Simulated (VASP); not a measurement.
# In3GeO2 (P4/mmm) in VASP: notebook, part 2 of 2

VASP 6.6.1. The steps go on from the part before.

## (4) Relaxation of cell and atoms, PBE

INCAR reads:

```
SYSTEM = In3GeO2
ALGO = Normal
EDIFF = 1E-6
EDIFFG = -0.04
ENCUT = 600
GGA = PE
IBRION = 2
ISIF = 3
ISMEAR = 0
LASPH = .TRUE.
LCHARG = .FALSE.
LREAL = .FALSE.
LWAVE = .FALSE.
NELM = 60
NSW = 90
PREC = Accurate
SIGMA = 0.1
```

KPOINTS reads:

```
k-points
0
G
  4 4 2
  0 0 0
```

POSCAR reads:

```
In3GeO2
1.0
    4.1969600200      0.0000000000      0.0000000000
    0.0000000000      4.1969600200      0.0000000000
    0.0000000000      0.0000000000      7.5747451600
In Ge O
3 1 2
Direct
    0.0000000000      0.0000000000      0.0000000000
    0.0000000000      0.0000000000      0.3461538400
    0.0000000000      0.0000000000      0.6538461600
    0.5000000000      0.5000000000      0.0000000000
    0.0000000000      0.5000000000      0.0000000000
    0.5000000000      0.0000000000      0.0000000000
```

Potentials or basis: VASP PAW PBE potentials, release 64 (In_d, Ge_d, O).

Command:

```
$ cat potpaw_PBE.64/In_d/POTCAR potpaw_PBE.64/Ge_d/POTCAR potpaw_PBE.64/O/POTCAR > POTCAR
$ mpirun -np 1 vasp_std > vasp.out
```

OUTCAR:

```text
SYSTEM = In3GeO2
   EDIFF = 1E-6
   EDIFFG = -0.04
   ENCUT = 600
   GGA = PE
   IBRION = 2
   ISIF = 3
   ISMEAR = 0
   LASPH = .TRUE.
   LREAL = .FALSE.
   NELM = 60
   NSW = 90
   PREC = Accurate

 ion  position               nearest neighbor table
   1  0.000  0.000  0.000-   5 2.10   6 2.10   5 2.10   6 2.10   2 2.62   3 2.62   4 2.97   4 2.97
                             4 2.97   4 2.97
   2  0.000  0.000  0.346-   3 2.33   1 2.62
   3  0.000  0.000  0.654-   2 2.33   1 2.62
   4  0.500  0.500  0.000-   5 2.10   6 2.10   6 2.10   5 2.10   1 2.97   1 2.97   1 2.97   1 2.97

   5  0.000  0.500  0.000-   1 2.10   4 2.10   1 2.10   4 2.10
   6  0.500  0.000  0.000-   1 2.10   4 2.10   4 2.10   1 2.10

  LATTYP: Found a simple tetragonal cell.
 ALAT       =     4.1969600200
 C/A-ratio  =     1.8048170876

  Lattice vectors:

 A1 = (   4.1969600200,   0.0000000000,   0.0000000000)
 A2 = (   0.0000000000,   4.1969600200,   0.0000000000)
 A3 = (   0.0000000000,   0.0000000000,   7.5747451600)

Analysis of symmetry for initial positions (statically):
=====================================================================
 Subroutine PRICEL returns:
 Original cell was already a primitive cell.

 Routine SETGRP: Setting up the symmetry group for a
 simple tetragonal supercell.

 Subroutine GETGRP returns: Found 16 space group operations
[... 144 lines left out ...]
 non-spin polarized calculation
 Gauss-broadening in eV      SIGMA  =   0.10
  energy-cutoff  :      600.00
  volume of cell :      133.43
 maximum number of plane-waves:      4507
 NGX is ok and might be reduce to    36
   NGX = 17   NGY = 17   NGZ = 31

--------------------------------------- Ionic step        1  -------------------------------------------

 number of electron      65.0000011 magnetization

 Free energy of the ion-electron system (eV)
  ---------------------------------------------------
  ext. energy  EPLUGINS =         0.00000000
  ---------------------------------------------------
  free energy    TOTEN  =       -20.57013974 eV

  energy without entropy =      -20.54292669  energy(sigma->0) =      -20.55653321

 E-fermi :   5.3627     XC(G=0):  -9.3326

 val. band max:        5.3558278356   @ k =   0.2500   0.2500   0.5000
 cond. band min:       5.4097947363   @ k =   0.5000   0.2500   0.0000
 fundamental gap:      0.0539669007
 Fermi energy:         5.3626534319

 k-point     1 :       0.0000    0.0000    0.0000
  band No.  band energies     occupation
      1     -19.8855      2.00000
      2     -19.8098      2.00000
      3     -19.7765      2.00000
      4     -19.7509      2.00000
      5     -19.7509      2.00000
      6     -15.2998      2.00000
[... 812 lines left out ...]
--------------------------------------- Ionic step        9  -------------------------------------------

 number of electron      65.0000027 magnetization

 Free energy of the ion-electron system (eV)
  ---------------------------------------------------
  ext. energy  EPLUGINS =         0.00000000
  ---------------------------------------------------
  free energy    TOTEN  =       -22.94750115 eV

  energy without entropy =      -22.92865853  energy(sigma->0) =      -22.93807984

 E-fermi :   3.2347     XC(G=0):  -8.0811

 val. band max:        3.1973845614   @ k =   0.5000   0.2500   0.0000
 cond. band min:       3.3232034380   @ k =   0.2500   0.0000   0.5000
 fundamental gap:      0.1258188766
 Fermi energy:         3.2347287657

 k-point     1 :       0.0000    0.0000    0.0000
  band No.  band energies     occupation
      1     -22.0664      2.00000
      2     -22.0448      2.00000
      3     -22.0348      2.00000
      4     -22.0348      2.00000
      5     -22.0140      2.00000
      6     -16.0130      2.00000
[... 526 lines left out ...]
  FREE ENERGIE OF THE ION-ELECTRON SYSTEM (eV)
  ---------------------------------------------------
  free  energy   TOTEN  =       -22.9475011524 eV

  energy  without entropy=      -22.9286585332  energy(sigma->0) =      -22.93807984

 reached required accuracy - stopping structural energy minimisation
```

OSZICAR:

```text
N       E                     dE             d eps       ncg     rms          rms(c)
DAV:   1     0.802575501048E+03    0.80258E+03   -0.33591E+04  1100   0.308E+03
DAV:   2     0.137227717003E+03   -0.66535E+03   -0.63853E+03   957   0.830E+02
DAV:   3    -0.121868553519E+02   -0.14941E+03   -0.14343E+03  1124   0.273E+02
DAV:   4    -0.247829691077E+02   -0.12596E+02   -0.12495E+02  1169   0.853E+01
[... 101 lines left out ...]
DAV:   3    -0.229475398208E+02    0.15007E-03   -0.33911E-04  1301   0.204E-01    0.441E-02
DAV:   4    -0.229475067958E+02    0.33025E-04   -0.84821E-05  1156   0.776E-02    0.191E-02
DAV:   5    -0.229475025563E+02    0.42395E-05   -0.90523E-06  1132   0.235E-02    0.123E-02
DAV:   6    -0.229475011945E+02    0.13619E-05   -0.19402E-06   743   0.982E-03    0.334E-03
DAV:   7    -0.229475011524E+02    0.42121E-07   -0.39130E-07   468   0.618E-03
   9 F= -.22947501E+02 E0= -.22938080E+02  d E =-.182240E-02
```

It took 7.9 min on 1 thread of Intel Xeon 6975P-C (Granite Rapids), shared host; peak memory 0.32 GiB.

Results:

```yaml
Free_energy: -22.9475 eV
Relaxed_volume: 29.47 Å³/atom
Relaxed_cell: a = 4.458 Å, b = 4.458 Å, c = 8.900 Å, α = 90.00°, β = 90.00°, γ = 90.00°
Space_group_after_relaxing_to_0.05_Å: P4/mmm (No. 123)
Energy_gained_by_relaxing: 396.2 meV/atom
Ionic_steps: 9
Pressure_after_relaxing: -0.1 GPa
Largest_force_after_relaxing: 0.019 eV/Å
```

Forces on the atoms (eV/Å):
```
In   0.000  0.000  0.000
In   0.000  0.000  0.019
In   0.000  0.000 -0.019
Ge   0.000  0.000  0.000
O    0.000  0.000  0.000
O    0.000  0.000  0.000
```

Step by step:
| step | energy change (eV) | largest force (eV/Å) | pressure (GPa) | volume (Å³) |
| --- | --- | --- | --- | --- |
| 1 | 0.0000 | 3.4722 | 19.22 | 133.43 |
| 2 | -2.1902 | 0.5035 | -2.08 | 191.45 |
| 3 | -2.3116 | 0.5183 | 0.46 | 173.03 |
| 4 | -2.3122 | 0.5554 | -0.19 | 176.15 |
| 5 | -2.3135 | 0.5456 | 0.02 | 175.15 |
| 6 | -2.3624 | 0.3009 | -0.02 | 175.76 |
| 7 | -2.3755 | 0.1187 | 0.08 | 176.28 |
| 8 | -2.3773 | 0.0451 | -0.06 | 176.71 |
| 9 | -2.3774 | 0.0191 | -0.12 | 176.85 |

Final structure:
```
In Ge O
1.0
     4.45777    0.00000    0.00000
     0.00000    4.45777    0.00000
     0.00000    0.00000    8.89956
In Ge O
3 1 2
Direct
  0.00000 0.00000 0.00000
  0.00000 0.00000 0.33508
  0.00000 0.00000 0.66492
  0.50000 0.50000 0.00000
  0.00000 0.50000 0.00000
  0.50000 0.00000 0.00000
```

Levels at points of the mesh, in eV from the Fermi level:
```csv
k point,band 30,band 31,band 32,band 33,band 34,band 35,band 36,band 37
"(0.00, 0.00, 0.00)",-3.03,-2.98,-2.66,1.67,2.13,2.13,2.13,2.97
"(0.50, 0.00, 0.00)",-2.70,-1.41,-0.83,-0.27,0.18,2.20,2.64,2.87
"(0.50, 0.50, 0.00)",-2.55,-0.48,-0.48,-0.16,0.22,0.58,1.62,1.62
"(0.00, 0.00, 0.50)",-4.18,-2.98,-1.03,-0.12,1.67,2.07,2.07,3.61
"(0.50, 0.00, 0.50)",-3.17,-1.28,-0.92,-0.28,0.68,1.18,1.48,2.64
"(0.50, 0.50, 0.50)",-2.55,-0.70,-0.19,-0.12,-0.12,0.23,0.61,0.61
```

Caveat: the k points lie up to 0.35 Å⁻¹ apart in the final cell; the volume moved by over 15 % at a fixed basis, so the end points are rough; spin-orbit coupling is left out, which moves the levels of the heavy elements; an odd number of electrons without spin polarisation forces a metal; a magnetic or distorted state may lie lower.

## (5) Single point, PBE

This run uses another cell than the first one, of 29.72 Å³/atom, 1.336 times its volume.

INCAR reads:

```
SYSTEM = In3GeO2
PREC = Accurate ; ENCUT = 520
EDIFF = 1E-7 ; ISMEAR = 0
SIGMA = 0.1 ; LREAL = .FALSE.
LASPH = .TRUE. ; NELM = 100
ALGO = Normal ; ISIF = 2
LWAVE = .FALSE. ; LCHARG = .FALSE.
GGA = PE ; NBANDS = 42
```

KPOINTS reads:

```
regular mesh
0
G
  8 8 4
  0 0 0
```

POSCAR reads:

```
In3GeO2
1.0
    4.4587279714      0.0000000000      0.0000000000
    0.0000000000      4.4587279714      0.0000000000
    0.0000000000      0.0000000000      8.9693892022
In Ge O
3 1 2
Direct
    0.0000000000      0.0000000000      0.0000000000
    0.0000000000      0.0000000000      0.3365886760
    0.0000000000      0.0000000000      0.6634113240
    0.5000000000      0.5000000000      0.0000000000
    0.0000000000      0.5000000000      0.0000000000
    0.5000000000      0.0000000000      0.0000000000
```

Command:

```
$ cat potpaw_PBE.64/In_d/POTCAR potpaw_PBE.64/Ge_d/POTCAR potpaw_PBE.64/O/POTCAR > POTCAR
$ mpirun -np 1 vasp_std > vasp.out
```

It took 4.5 min on 1 thread of Intel Xeon 6975P-C (Granite Rapids), shared host; peak memory 0.47 GiB.

The run converged. Its results:

* Free energy: -23.0451 eV
* Pressure: 0.0 GPa

Forces on the atoms (eV/Å):
```
In   0.000  0.000  0.000
In   0.000  0.000  0.003
In   0.000  0.000 -0.003
Ge   0.000  0.000  0.000
O    0.000  0.000  0.000
O    0.000  0.000  0.000
```

Stress tensor (GPa, compression positive):
```
 0.07  0.00  0.00
 0.00  0.07  0.00
 0.00  0.00 -0.01
```

Levels at points of the mesh, in eV from the Fermi level:
```csv
k point,band 29,band 30,band 31,band 32,band 33,band 34,band 35,band 36,band 37,band 38
"(0.00, 0.00, 0.00)",-3.98,-2.91,-2.78,-2.48,1.80,2.17,2.28,2.28,3.09,3.68
"(0.50, 0.00, 0.00)",-3.56,-2.55,-1.24,-0.68,-0.11,0.33,2.30,2.79,2.98,3.54
"(0.50, 0.50, 0.00)",-3.12,-2.33,-0.32,-0.32,-0.02,0.40,0.73,1.75,1.75,2.01
"(0.00, 0.00, 0.50)",-3.98,-3.98,-2.78,-0.91,0.02,1.81,2.22,2.22,3.76,3.76
"(0.50, 0.00, 0.50)",-3.44,-3.04,-1.10,-0.78,-0.13,0.81,1.31,1.63,2.79,3.66
"(0.50, 0.50, 0.50)",-2.58,-2.33,-0.54,-0.05,0.03,0.03,0.40,0.78,0.78,2.77
```

Caveat: spin-orbit coupling is left out, which moves the levels of the heavy elements; an odd number of electrons without spin polarisation forces a metal; a magnetic or distorted state may lie lower.

## (6) Summary

```tsv
task	cell	k mesh	cutoff (eV)	gap on the mesh (eV)	pressure (GPa)	largest force (eV/Å)
single point	a = 4.197, b = 4.197, c = 7.575 Å, 6 atoms	4 × 4 × 2	520	none	19.2	3.47
single point	a = 4.451, b = 4.451, c = 8.911 Å, 6 atoms	4 × 4 × 2	520	none	0.1	0.01
relaxation of cell and atoms	relaxed from a = 4.197, b = 4.197, c = 7.575 Å, 6 atoms	4 × 4 × 2	600	none	-0.1	0.02
single point	a = 4.459, b = 4.459, c = 8.969 Å, 6 atoms	8 × 8 × 4	520	none	0.0	-
```

Alike in all rows: level PBE; potentials or basis VASP PAW PBE potentials, release 64 (In_d, Ge_d, O); no spin polarisation; smearing gaussian 0.1 eV.

Caveats: some runs use coarse meshes; spin-orbit coupling is left out, which moves the levels of the heavy elements; an odd number of electrons without spin polarisation forces a metal; a magnetic or distorted state may lie lower; the volume moved by over 15 % at a fixed basis, so the end points are rough (some runs).

Absolute energies hang on the potentials; compare differences alone.
